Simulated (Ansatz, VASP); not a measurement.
Two plane-wave programs on Y

INCAR

```
SYSTEM = Y
PREC = Accurate
ENCUT = 520
EDIFF = 1E-6
ISMEAR = 0
SIGMA = 0.15
LREAL = .FALSE.
LASPH = .TRUE.
NELM = 80
ALGO = Fast
ISIF = 2
LWAVE = .FALSE.
LCHARG = .FALSE.
GGA = PS
NBANDS = 18
```

Contents of KPOINTS:

```
regular mesh
0
G
  24 24 12
  0 0 0
```

File POSCAR:

```
Y
1.0
    3.5975166209      0.0000000000      0.0000000000
   -1.7987583104      3.1155407842      0.0000000000
    0.0000000000      0.0000000000      5.5857601125
Y
2
Direct
    0.3333333333      0.6666666667      0.2500000000
    0.6666666667      0.3333333333      0.7500000000
```

Input for Ansatz:

```yaml
crystal:
  lattice:
    - [3.5975166209, 0.0, 0.0]
    - [-1.7987583104, 3.1155407842, 0.0]
    - [0.0, 0.0, 5.5857601125]
  atoms:
    - { symbol: "Y", position: [0.3333333333, 0.6666666667, 0.25] }
    - { symbol: "Y", position: [0.6666666667, 0.3333333333, 0.75] }
basis:
  ecutwfc: 420
kpoints:
  mp_grid: { grid: [24, 24, 12] }
hamiltonian:
  xc: pbesol
scf:
  occupations: { method: gaussian, width: 0.15 }
output:
  forces: true
  stress: true
  eigenvalues: true
```

Alike in both runs: task single point; functional PBEsol; k mesh 24 × 24 × 12; occupations gaussian, width 0.15 eV; no spin polarisation.

```csv
,VASP,Ansatz
version,VASP 6.6.1,Ansatz 0.2.0
potentials or method,"VASP PAW PBE potentials, release 64 (Y_sv), cutoff 520 eV","scalar-relativistic, plane waves, PAW"
valence electrons in the cell,22,22
```

```csv
,VASP,Ansatz,Ansatz less VASP
gap on the k mesh at the Fermi level (eV),none,none,-
pressure (GPa),-0.1,0.0,+0.13
"traceless stress, the component that is largest in VASP (GPa)",0.05,0.05,-0.006
```

VASP's potentials were made for PBE, not for PBEsol. A gap of «none» marks a metal or a gap that the smearing closes. With one functional, cell and mesh, what is left measures potentials, basis and numerics.
